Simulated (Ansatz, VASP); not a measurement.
**One calculation of SiC, two programs**

INCAR

```
SYSTEM = SiC
PREC = Accurate
ENCUT = 520
EDIFF = 1E-6
ISMEAR = -1
SIGMA = 0.05
LREAL = .False.
LASPH = .True.
NELM = 60
ALGO = Normal
ISIF = 2
LWAVE = .False.
LCHARG = .False.
NBANDS = 26
```

The input KPOINTS:

```
regular mesh
0
Gamma
  10 10 3
  0 0 0
```

File POSCAR:

```
SiC
1.0
    3.0756941497      0.0000000000      0.0000000000
   -1.5378470748      2.6636292679      0.0000000000
    0.0000000000      0.0000000000     10.0706464800
Si C
4 4
Direct
    0.0000000000      0.0000000000      0.1878943800
    0.0000000000      0.0000000000      0.6878943800
    0.3333333333      0.6666666667      0.4378419800
    0.6666666667      0.3333333333      0.9378419800
    0.0000000000      0.0000000000      0.0004600500
    0.0000000000      0.0000000000      0.5004600500
    0.3333333333      0.6666666667      0.2498025900
    0.6666666667      0.3333333333      0.7498025900
```

File input.yaml:

```yaml
crystal:
  lattice:
    - [3.0756941497, 0.0, 0.0]
    - [-1.5378470748, 2.6636292679, 0.0]
    - [0.0, 0.0, 10.07064648]
  atoms:
    - { symbol: Si, position: [0.0, 0.0, 0.18789438] }
    - { symbol: Si, position: [0.0, 0.0, 0.68789438] }
    - { symbol: Si, position: [0.3333333333, 0.6666666667, 0.43784198] }
    - { symbol: Si, position: [0.6666666667, 0.3333333333, 0.93784198] }
    - { symbol: C, position: [0.0, 0.0, 0.00046005] }
    - { symbol: C, position: [0.0, 0.0, 0.50046005] }
    - { symbol: C, position: [0.3333333333, 0.6666666667, 0.24980259] }
    - { symbol: C, position: [0.6666666667, 0.3333333333, 0.74980259] }
kpoints:
  mp_grid: { grid: [10, 10, 3] }
  band_path:
    path:
      - [0.0, 0.0, 0.0]
      - [0.5, 0.0, 0.0]
      - [0.3333333333, 0.3333333333, 0.0]
      - [0.0, 0.0, 0.0]
      - [0.0, 0.0, 0.5]
      - [0.5, 0.0, 0.5]
      - [0.3333333333, 0.3333333333, 0.5]
      - [0.0, 0.0, 0.5]
    npoints: 10
scf:
  occupations: { method: fermi_dirac, width: 0.05 }
hamiltonian:
  xc: lda
  pseudopotentials: { kind: all_electron, lapw: { basis_error: 0.002 } }
output:
  forces: true
  stress: true
  eigenvalues: true
```

Alike in both runs: functional LDA; k mesh 10 × 10 × 3; occupations fermi-dirac, width 0.05 eV; no spin polarisation.

|  | VASP | Ansatz |
| --- | --- | --- |
| version | VASP 6.6.1 | Ansatz 0.2.0 |
| potentials or method | VASP PAW LDA potentials, release 64 (Si, C), cutoff 520 eV | all-electron LAPW, scalar-relativistic |
| task | single point | band structure |

```csv
,VASP,Ansatz,Ansatz less VASP
gap on the k mesh at the Fermi level (eV),2.17,2.18,+0.010
least direct gap on the mesh (eV),3.29,3.30,+0.011
pressure (GPa),-3.4,-3.8,-0.41
```

LDA's correlation is that of Perdew and Zunger in VASP and of Perdew and Wang (1992) in Ansatz. Ansatz ran all-electron here, and VASP with PAW potentials.
